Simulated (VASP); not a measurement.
Runs of VASP 6.6.1 on Pb. The structure is that of space group P6_3/mmc (No. 194), or close to it. The cells are those of the table. This isn't the form of Pb at room conditions, which is fcc.

```csv
task,cell,k mesh,cutoff (eV),gap on the mesh (eV),pressure (GPa)
single point,"a = 3.492, b = 3.492, c = 5.781 Å, angles 90.0, 90.0, 120.0°, 2 atoms",14 × 14 × 8,520,none,1.7
single point,"a = 3.381, b = 3.381, c = 5.651 Å, angles 90.0, 90.0, 120.0°, 2 atoms",16 × 16 × 8,520,none,(a)
single point,"a = 3.432, b = 3.432, c = 5.735 Å, angles 90.0, 90.0, 120.0°, 2 atoms",16 × 16 × 8,520,none,4.0
single point,"a = 3.539, b = 3.539, c = 5.860 Å, angles 90.0, 90.0, 120.0°, 2 atoms",14 × 14 × 8,520,none,(b)
single point,"a = 3.329, b = 3.329, c = 5.564 Å, angles 90.0, 90.0, 120.0°, 2 atoms",16 × 16 × 8,520,none,10.5
single point,"a = 3.275, b = 3.275, c = 5.474 Å, angles 90.0, 90.0, 120.0°, 2 atoms",16 × 16 × 8,520,none,15.3
relaxation of cell and atoms,"relaxed from a = 3.480, b = 3.480, c = 5.590 Å, angles 90.0, 90.0, 120.0°, 2 atoms",14 × 14 × 8,600,none,0.0
single point,"a = 3.586, b = 3.586, c = 5.937 Å, angles 90.0, 90.0, 120.0°, 2 atoms",14 × 14 × 8,520,none,-1.4
```

Alike in all rows: level PBE; potentials or basis VASP PAW PBE potentials, release 64 (Pb_d); no spin polarisation; smearing gaussian 0.05 eV.

Problem. Estimate the missing entries.

Solution. (a) 6.8; (b) -0.1.

Caveats: spin-orbit coupling is left out, which moves the levels of the heavy elements; the cell stands under pressure (at least some runs).

A k mesh can miss the band edges, and the runs leave out spin-orbit coupling on Pb.

A gap of «none» marks levels without a gap at the run's occupations.
